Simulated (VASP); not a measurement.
# SiGe4 in VASP: further runs, part 2 of 2

VASP 6.6.1.

### 5 Single point, PBE

File INCAR:

```
SYSTEM = SiGe4
PREC = Accurate
ENCUT = 520
EDIFF = 1E-7
ISMEAR = 0
SIGMA = 0.1
LREAL = .False.
LASPH = .True.
NELM = 80
ALGO = Normal
ISIF = 2
LWAVE = .False.
LCHARG = .False.
LDIPOL = .True.
IDIPOL = 3
DIPOL = 0.5 0.5 0.350
GGA = PE
NBANDS = 38
```

File KPOINTS:

```
regular mesh
0
Gamma
  9 9 1
  0 0 0
```

File POSCAR:

```
SiGe4
1.0
    4.0740542171      0.0000000000      0.0000000000
   -2.0370271085      3.5282344484      0.0000000000
    0.0000000000      0.0000000000     19.7403205846
Ge Si
4 1
Direct
    0.3333333333      0.6666666667      0.2026309544
    0.0000000000      0.0000000000      0.2447585800
    0.0000000000      0.0000000000      0.3792011874
    0.6666666667      0.3333333333      0.4174360061
    0.8888888889      1.0000000000      0.5066819270
```

Potentials or basis: VASP PAW PBE potentials, release 64 (Ge_d, Si).

The run is started by

```sh
> cat potpaw_PBE.64/Ge_d/POTCAR potpaw_PBE.64/Si/POTCAR > POTCAR
> mpirun -np 1 vasp_std > vasp.out
```

OUTCAR:

```text
SYSTEM = SiGe4
   PREC = Accurate
   ENCUT = 520
   EDIFF = 1E-7
   ISMEAR = 0
   LREAL = .False.
   LASPH = .True.
   NELM = 80
   ISIF = 2
   GGA = PE

 ion  position               nearest neighbor table
   1  0.333  0.667  0.203-   2 2.49   2 2.49   2 2.49
   2  0.000  0.000  0.245-   1 2.49   1 2.49   1 2.49   3 2.65
   3  0.000  0.000  0.379-   4 2.47   4 2.47   4 2.47   5 2.56   2 2.65
   4  0.667  0.333  0.417-   3 2.47   3 2.47   3 2.47   5 2.65   5 2.97
   5  0.889  0.000  0.507-   3 2.56   4 2.65   4 2.97

  LATTYP: Found a hexagonal cell.
 ALAT       =     4.0740542171
 C/A-ratio  =     4.8453750325
[... 1191 lines left out ...]
  -------------------------------------------------------------------------------------
  Total       -0.0169374     -0.8009072      0.7685224     -0.2668044      0.1327846      0.0392508
  in kB       -0.0956357     -4.5222475      4.3393900     -1.5064863      0.7497561      0.2216262
  external PRESSURE =      -0.0928311 kB  Pullay stress =       0.0000000 kB

 VOLUME and BASIS-vectors are now :
 -----------------------------------------------------------------------------
  energy-cutoff  :      520.00
  volume of cell :      283.75
      direct lattice vectors                 reciprocal lattice vectors
     4.074054217  0.000000000  0.000000000     0.245455742  0.141713939  0.000000000
    -2.037027108  3.528234448  0.000000000     0.000000000  0.283427877  0.000000000
     0.000000000  0.000000000 19.740320585     0.000000000  0.000000000  0.050657739

 POSITION                                       TOTAL-FORCE (eV/Angst)
 -----------------------------------------------------------------------------------
     -0.00000      2.35216      4.00000        -0.019017      0.000994      0.114078
      0.00000      0.00000      4.83161        -0.044070     -0.000904     -0.090374
      0.00000      0.00000      7.48555         0.304794     -0.051596     -1.298566
      2.03703      1.17608      8.24032        -0.263364     -0.002310      1.275722
      3.62138      0.00000     10.00206         0.021657      0.053816     -0.000860
 -----------------------------------------------------------------------------------
    total drift:                               -0.000101     -0.000028     -0.000702

  FREE ENERGIE OF THE ION-ELECTRON SYSTEM (eV)
  ---------------------------------------------------
  free  energy   TOTEN  =       -20.2910281466 eV

  energy  without entropy=      -20.2814315710  energy(sigma->0) =      -20.28622986

 vacuum level on the upper side and lower side of the slab         3.534         3.896
```

stdout:

```text
POSCAR found type information on POSCAR GeSi
 POSCAR found :  2 types and       5 ions
 scaLAPACK will be used
 LDA part: xc-table for (Slater+PW92), standard interpolation
 POSCAR, INCAR and KPOINTS ok, starting setup
 FFT: planning ... GRIDC
 FFT: planning ... GRID_SOFT
 FFT: planning ... GRID
 WAVECAR not read
 entering main loop
```

Run time: 17 min. Hardware: 1 thread of Intel Xeon 6975P-C (Granite Rapids), shared host; peak memory 0.56 GiB.

Results:

```yaml
Free_energy: -20.2910 eV
Largest_force: 1.335 eV/Å
Band_gap_on_the_k_mesh: zero (bands 30 and 31 overlap by 0.51 eV)
```

Forces in eV/Å, atoms in the order of the input:
```
Ge  -0.019  0.001  0.114
Ge  -0.044 -0.001 -0.090
Ge   0.305 -0.052 -1.299
Ge  -0.263 -0.002  1.276
Si   0.022  0.054 -0.001
```

### 6 Single point, PBE

File INCAR:

```
PREC     = Accurate       # precision mode
ENCUT    = 520            # plane-wave cutoff, eV
EDIFF    = 1E-6           # SCF threshold, eV
ISMEAR   = 0              # smearing method
SIGMA    = 0.1            # smearing width, eV
LREAL    = F              # projectors in reciprocal space
LASPH    = T              # aspherical terms in the spheres
NELM     = 60             # most SCF steps
ALGO     = Normal         # electronic algorithm
ISIF     = 2              # what is computed and relaxed
LWAVE    = F              # write WAVECAR
LCHARG   = F              # write CHGCAR
LDIPOL   = T            
IDIPOL   = 3            
DIPOL    = 0.5 0.5 0.346
GGA      = PE             # functional
NBANDS   = 38             # bands
```

File KPOINTS:

```
Automatic mesh
0
Gamma
  9 9 1
```

Changes to POSCAR since step 5:

```diff
@@ -12,2 +12,2 @@
     0.6666666667      0.3333333333      0.4174360061
-    0.8888888889      1.0000000000      0.5066819270
+    1.3333333333      0.5555555556      0.4876275811
```

Potentials or basis: VASP PAW PBE potentials, release 64 (Ge_d, Si).

The run is started by

```sh
> cat potpaw_PBE.64/Ge_d/POTCAR potpaw_PBE.64/Si/POTCAR > POTCAR
> mpirun -np 1 vasp_std > vasp.out
```

Run time: 18 min. Hardware: 1 thread of Intel Xeon 6975P-C (Granite Rapids), shared host; peak memory 0.56 GiB.

Results (log left out):

```
Free energy            : -20.3188 eV
Largest force          : 1.216 eV/Å
Band gap on the k mesh : zero (filled and empty bands overlap)
```

Forces on the atoms (eV/Å):
```
Ge   0.025 -0.027  0.279
Ge  -0.014  0.045 -0.275
Ge  -0.360 -0.019 -0.854
Ge   0.801 -0.331  0.853
Si  -0.452  0.332 -0.002
```

Levels at points of the mesh, in eV from the Fermi level:
| k point | band 26 | band 27 | band 28 | band 29 | band 30 | band 31 | band 32 | band 33 | band 34 | band 35 |
| --- | --- | --- | --- | --- | --- | --- | --- | --- | --- | --- |
| (0.00, 0.00, 0.00) | -1.76 | -1.44 | -0.26 | -0.20 | -0.14 | 0.67 | 0.78 | 0.90 | 1.37 | 1.96 |

### 7 Overview

| cell | gap on the mesh (eV) | largest force (eV/Å) |
| --- | --- | --- |
| as given, atomic positions A | none | 1.06 |
| as given, atomic positions B | none | 0.75 |
| as given, atomic positions C | none | 0.46 |
| as given, atomic positions D | none | 1.33 |
| as given, atomic positions E | none | 1.22 |

Alike in all rows: task single point; level PBE; potentials or basis VASP PAW PBE potentials, release 64 (Ge_d, Si); no spin polarisation; k mesh 9 × 9 × 1; cutoff (eV) 520; smearing gaussian 0.1 eV.

Absolute energies hang on the potentials; compare differences alone.
